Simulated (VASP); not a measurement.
A run of VASP 6.6.1 is set up as follows.

File INCAR:

```
SYSTEM = TiSe3
ALGO     = Normal         ! electronic algorithm
EDIFF    = 1E-6           ! SCF threshold, eV
ENCUT    = 520            ! plane-wave cutoff, eV
GGA      = PE             ! functional
ISIF     = 2              ! what is computed and relaxed
ISMEAR   = 0              ! smearing method
ISPIN    = 2              ! spin polarisation
LASPH    = .True.         ! aspherical terms in the spheres
LCHARG   = .True.         ! write CHGCAR
LELF     = .True.         ! ELF
LMAXMIX  = 4              ! l up to which the mixer works
LORBIT   = 11             ! projections on sites
LREAL    = .False.        ! projectors in reciprocal space
LVHAR    = .True.       
LWAVE    = .False.        ! write WAVECAR
MAGMOM   = 1 0 0 0        ! initial moments
NBANDS   = 27             ! bands
NELM     = 150            ! most SCF steps
PREC     = Accurate       ! precision mode
SIGMA    = 0.1            ! smearing width, eV
```

File KPOINTS:

```
k-points
0
Gamma
  6 6 4
  0 0 0
```

The input POSCAR:

```
TiSe3
1.0
    5.6263607750      0.0000000035      0.0000000000
   -2.8131803905      4.8725713602      0.0000000000
    0.0000000000      0.0000000000      3.5185191206
Ti Se
1 3
Direct
    0.0000000000      0.0000000000      0.5000000000
    0.6681914918      0.0000000000      0.0000000000
    0.0000000000      0.6681914918      0.0000000000
    0.3318085082      0.3318085082      0.0000000000
```

Potentials or basis: VASP PAW PBE potentials, release 64 (Ti_sv, Se).

Run with:

```console
$ cat potpaw_PBE.64/Ti_sv/POTCAR potpaw_PBE.64/Se/POTCAR > POTCAR
$ mpirun -np 1 vasp_std > vasp.out
```

Problem. Estimate the largest force.

Solution. 0.010 eV/Å.

Problem. Estimate the net moment.

Solution. 0.00 μB per cell.

Problem. What does it give for the band gap on the k mesh?

Solution. Zero (filled and empty bands overlap).

Problem. What does it give for the pressure?

Solution. 0.2 GPa.

Stress tensor (GPa, compression positive):
```
0.12 0.00 0.00
0.00 0.12 0.00
0.00 0.00 0.24
```

Caveat: the k points lie up to 0.45 Å⁻¹ apart, too coarse for converged energies and pressures of a metal.
